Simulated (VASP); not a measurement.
Wanted: the native input for a VASP 6.6.1 run.

| Property | Result |
| --- | --- |
| Task | relaxation of cell and atoms |
| Functional | PBE |
| Potentials or basis | VASP PAW PBE potentials, release 64 (Sc_sv, Ga_d, N) |
| Cutoff | 600 eV |
| k mesh | 6 × 6 × 4 |
| Occupations | gaussian, width 0.1 eV |
| Spin | no spin polarisation |
| Dipole correction | no |
| Further INCAR settings | ALGO = Normal; EDIFF = 1e-07; IBRION = 2; EDIFFG = -0.04; NSW = 90; ISIF = 3 |

The structure of ScGaN lies in POSCAR:

```
ScGaN
1.0
    3.4060332800      0.0000000000      0.0000000000
   -1.7030166400      2.9497113400      0.0000000000
    0.0000000000      0.0000000000      5.3150962700
Sc Ga N
1 1 1
Direct
    0.6666666700      0.3333333300      0.0000000000
    0.6666666700      0.3333333300      0.5000000000
    0.0000000000      0.0000000000      0.0000000000
```

The input as run:

INCAR

```
SYSTEM = ScGaN
PREC = Accurate
ENCUT = 600
EDIFF = 1E-7
ISMEAR = 0
SIGMA = 0.1
LREAL = .FALSE.
LASPH = .TRUE.
NELM = 80
ALGO = Normal
ISIF = 3
LWAVE = .FALSE.
LCHARG = .FALSE.
GGA = PE
IBRION = 2
NSW = 90
EDIFFG = -0.04
```

KPOINTS

```
regular mesh
0
G
  6 6 4
  0 0 0
```

Potentials or basis: VASP PAW PBE potentials, release 64 (Sc_sv, Ga_d, N).

Command:

```bash
$ cat potpaw_PBE.64/Sc_sv/POTCAR potpaw_PBE.64/Ga_d/POTCAR potpaw_PBE.64/N/POTCAR > POTCAR
$ mpirun -np 1 vasp_std > vasp.out
```

Results of the run:

* Relaxed volume: 22.21 Å³/atom
* Relaxed cell: a = 3.485 Å, b = 3.485 Å, c = 6.335 Å, α = 90.00°, β = 90.00°, γ = 120.00°
* Space group after relaxing (to 0.05 Å): P-6m2 (No. 187)
* Energy gained by relaxing: 150.3 meV/atom
* Ionic steps: 8
* Pressure after relaxing: 0.0 GPa

Caveat: the volume moved by over 15 % at a fixed basis, so the end points are rough.

Wall time 78 s on 1 thread of Intel(R) Xeon(R) 6975P-C (Granite Rapids), on a shared host, peak memory 0.2 GiB.
